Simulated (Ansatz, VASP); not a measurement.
## One calculation of Al4Co, two programs

```
Al Co
1.0
     4.16925    0.00000    0.00000
     0.00000    4.16925    0.00000
     0.00000    0.00000    8.98203
Al Co
8 2
Cartesian
  0.0000 0.0000 0.0000
  2.0846 2.0846 0.0000
  0.0000 2.0846 4.3539
  2.0846 0.0000 4.6281
  0.0000 0.0000 2.6400
  2.0846 2.0846 2.6400
  2.0846 2.0846 6.3420
  0.0000 0.0000 6.3420
  0.0000 2.0846 1.5781
  2.0846 0.0000 7.4039
```

Change from the starting cell: species swapped into the Be4B type (P4/nmm, No. 129).

Alike in both runs: functional PBE; k mesh 8 × 8 × 4; occupations gaussian, width 0.1 eV; no spin polarisation.

Ansatz relaxed the structure, and its values are those at the end. VASP's run is a single point on that final structure, the one shown.

|  | VASP | Ansatz |
| --- | --- | --- |
| version | VASP 6.6.1 | Ansatz 0.2.0 |
| potentials or method | VASP PAW PBE potentials, release 64 (Al, Co), cutoff 520 eV | scalar-relativistic, plane waves, PAW |
| valence electrons in the cell | 42 | 58 |

|  | VASP | Ansatz | Ansatz less VASP |
| --- | --- | --- | --- |
| gap on the k mesh at the Fermi level (eV) | none | none | - |
| pressure (GPa) | 0.1 | 0.0 | -0.13 |
| rms of the force components (eV/Å) | 0.007 | 0.002 | -0.0049 |

A gap of «none» marks a metal or a gap that the smearing closes. With one functional, cell and mesh, what is left measures potentials, basis and numerics. VASP's potentials hold 42 valence electrons a cell and Ansatz's 58, so a difference there can come from the potentials and not from the codes.
